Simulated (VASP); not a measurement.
Bi2TePd2:

```
Bi Pd Te
1.0
     3.95451    0.00000    0.00000
    -1.97725    3.42471    0.00000
    -1.97725    1.14157    9.18180
Bi Pd Te
2 2 1
Cartesian
  0.0000 2.2831 1.7829
  0.0000 2.2831 7.3989
  -1.9773 3.4247 5.8286
  1.9773 1.1416 3.3532
  0.0000 0.0000 0.0000
```

* Program: VASP 6.6.1
* Task: relaxation of cell and atoms
* Functional: PBE
* Potentials or basis: VASP PAW PBE potentials, release 64 (Bi_d, Pd, Te)
* Cutoff: 500 eV
* k mesh: 5 × 5 × 5
* Occupations: methfessel-paxton, width 0.0135 eV
* Spin: no spin polarisation

At the start: pressure 9.8 GPa; volume 24.87 Å³/atom.

How do energy, volume and symmetry change on relaxing?

Over 33 steps the energy falls by 469.1 meV/atom and the volume is 25.65 Å³/atom (+3.2 %); space group R-3m (No. 166, to 0.1 Å) before and after.

The path:
```csv
step,energy change (eV),largest force (eV/Å),pressure (GPa),volume (Å³)
1,0.0000,3.3415,9.81,124.35
2,-0.8438,0.8762,-4.98,153.79
3,-0.9490,1.2974,-2.43,145.21
4,-1.1789,0.7270,-1.22,140.28
5,-1.2573,1.0995,0.73,135.57
6,-1.3921,1.0883,-0.11,135.25
7,-1.7258,0.9537,-1.93,134.30
8,-1.8389,0.4988,-0.19,132.40
9,-1.9112,0.4619,-2.21,133.35
10,-1.9721,0.6400,3.22,124.04
11,-1.9984,0.5504,1.07,127.11
12,-2.1027,0.4537,1.12,126.71
13,-2.0880,0.8534,2.47,124.49
14,-2.1573,0.6697,1.62,125.58
15,-2.1635,0.4133,1.33,126.19
16,-2.1685,0.5422,1.44,125.93
17,-2.2041,0.4111,-2.40,131.98
18,-2.2150,0.4082,-1.26,129.93
19,-2.2816,0.3122,-0.42,128.07
20,-2.2916,0.3183,0.94,125.64
21,-2.2987,0.3648,0.28,126.76
22,-2.2994,0.3568,0.43,126.50
23,-2.3182,0.2690,-0.19,127.84
24,-2.3192,0.2952,-0.37,128.26
25,-2.3320,0.2237,0.66,126.98
26,-2.3320,0.2208,0.70,126.93
27,-2.3416,0.1225,0.02,128.28
28,-2.3425,0.1118,-0.21,128.78
29,-2.3447,0.0816,0.03,128.34
30,-2.3451,0.0599,0.20,128.03
31,-2.3455,0.0187,-0.16,128.54
32,-2.3456,0.0115,-0.04,128.37
33,-2.3457,0.0096,0.00,128.27
```

Final structure:
```
Bi Pd Te
1.0
     4.34314    0.00000    0.00000
    -2.17157    3.76128    0.00000
    -2.17157    1.25376    7.85229
Bi Pd Te
2 2 1
Cartesian
  0.0000 2.5075 2.1372
  0.0000 2.5075 5.7151
  -2.1716 3.7613 4.3950
  2.1716 1.2538 3.4573
  0.0000 0.0000 0.0000
```

Caveat: the k points lie up to 0.34 Å⁻¹ apart in the final cell, too coarse for converged energies and pressures of a metal.
